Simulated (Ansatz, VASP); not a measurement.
# Ge: VASP beside Ansatz

The input INCAR:

```
SYSTEM = Ge
PREC     = Accurate       ! precision mode
ENCUT    = 600            ! plane-wave cutoff, eV
EDIFF    = 1E-6           ! SCF threshold, eV
ISMEAR   = 0              ! smearing method
SIGMA    = 0.1            ! smearing width, eV
LREAL    = .False.        ! projectors in reciprocal space
LASPH    = .True.         ! aspherical terms in the spheres
NELM     = 60             ! most SCF steps
ALGO     = Fast           ! electronic algorithm
ISIF     = 3              ! what is computed and relaxed
LWAVE    = .False.        ! write WAVECAR
LCHARG   = .False.        ! write CHGCAR
GGA      = PS             ! functional
IBRION   = 2              ! ionic algorithm
NSW      = 80             ! ionic steps
EDIFFG   = -0.05          ! ionic threshold
```

The input KPOINTS:

```
Automatic mesh
0
Gamma
  12 12 6
  0 0 0
```

Contents of POSCAR:

```
Ge
1.0
    2.3570349732      0.0000000000      0.0000000000
   -1.1785174866      2.0412521644      0.0000000000
    0.0000000000      0.0000000000      3.7263612280
Ge
2
Direct
    0.3333333333      0.6666666667      0.2500000000
    0.6666666667      0.3333333333      0.7500000000
```

Input for Ansatz:

```yaml
crystal:
  lattice:
    - [2.3570349732, 0.0, 0.0]
    - [-1.1785174866, 2.0412521644, 0.0]
    - [0.0, 0.0, 3.726361228]
  atoms:
    - { symbol: Ge, position: [0.3333333333, 0.6666666667, 0.25] }
    - { symbol: Ge, position: [0.6666666667, 0.3333333333, 0.75] }
basis:
  ecutwfc: 420
kpoints:
  mp_grid: { grid: [12, 12, 6] }
hamiltonian:
  xc: pbesol
scf:
  occupations: { method: gaussian, width: 0.1 }
output:
  forces: true
  stress: true
  eigenvalues: true
relax:
  adjacent_minimum: "off"
  f_tol: 0.05
  max_steps: 60
  cell: { stress_tol: 0.5 }
```

Alike in both runs: task relaxation of cell and atoms; functional PBEsol; k mesh 12 × 12 × 6; occupations gaussian, width 0.1 eV; no spin polarisation.

```csv
,VASP,Ansatz
version,VASP 6.6.1,Ansatz 0.2.0
potentials or method,"VASP PAW PBE potentials, release 64 (Ge_d), cutoff 600 eV","scalar-relativistic, plane waves, PAW"
valence electrons in the cell,28,28
```

Ansatz gave:

```
gap on the k mesh at the Fermi level, each at its own relaxed structure (eV) : none
relaxed volume (Å³/atom)                                                     : 18.26
relaxed length of the cell vector where the two differ most in proportion (Å)              : 4.735
```

Task: Estimate VASP's values.

Result: gap on the k mesh at the Fermi level, each at its own relaxed structure (eV): none; relaxed volume (Å³/atom): 18.34; relaxed length of the cell vector where the two differ most in proportion (Å): 4.763.

VASP's potentials were made for PBE, not for PBEsol. A gap of «none» marks a metal or a gap that the smearing closes.

Noted on VASP's run: the volume moved by over 15 % at a fixed basis, so the end points are rough.
